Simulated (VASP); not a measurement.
Set up this calculation in VASP 6.6.1, as the native input.

```yaml
Task: single point
Functional: PBEsol
Potentials_or_basis: VASP PAW PBE potentials, release 64 (W_sv, C, O)
Cutoff: 520 eV
k_mesh: 9 × 9 × 1
Occupations: gaussian, width 0.1 eV
Spin: no spin polarisation
Dipole_correction: yes
Further_INCAR_settings: ALGO = Normal; EDIFF = 1e-07; NBANDS = 49
```

The structure of W5CO lies in POSCAR:

```
W5CO
1.0
    3.1543602814      0.0000000000      0.0000000000
    0.0000000000      3.1543602814      0.0000000000
    0.0000000000      0.0000000000     26.4587205627
W C O
5 1 1
Direct
    0.5000000000      0.5000000000      0.3212551408
    0.0000000000      0.0000000000      0.3808642265
    0.5000000000      0.5000000000      0.4399595166
    0.0000000000      0.0000000000      0.5011039059
    0.5000000000      0.5000000000      0.5571859228
    0.5000000000      0.5000000000      0.6342447062
    0.5000000000      0.5000000000      0.6778041171
```

The input as run:

INCAR

```
ALGO = Normal
DIPOL = 0.5 0.5 0.502
EDIFF = 1E-7
ENCUT = 520
GGA = PS
IDIPOL = 3
ISIF = 2
ISMEAR = 0
LASPH = T
LCHARG = T
LDIPOL = T
LELF = T
LREAL = F
LVACPOTAV = T
LVHAR = T
LWAVE = F
NBANDS = 49
NELM = 100
PREC = Accurate
SIGMA = 0.1
```

KPOINTS

```
k-points
0
Gamma
  9 9 1
```

Potentials or basis: VASP PAW PBE potentials, release 64 (W_sv, C, O).

Command:

```bash
$ cat potpaw_PBE.64/W_sv/POTCAR potpaw_PBE.64/C/POTCAR potpaw_PBE.64/O/POTCAR > POTCAR
$ mpirun -np 1 vasp_std > vasp.out
```

It gave:

```yaml
Largest_force: 1.534 eV/Å
Band_gap_on_the_k_mesh: zero (bands 40 and 41 overlap by 0.85 eV)
```

Caveat: the PAW data sets were made with another functional, which shifts forces and pressure a little; spin-orbit coupling is left out, which moves the levels of the heavy elements.

Wall time 5.5 min on 1 thread of Intel(R) Xeon(R) Platinum 8488C (Sapphire Rapids), on a shared host, peak memory 0.42 GiB.
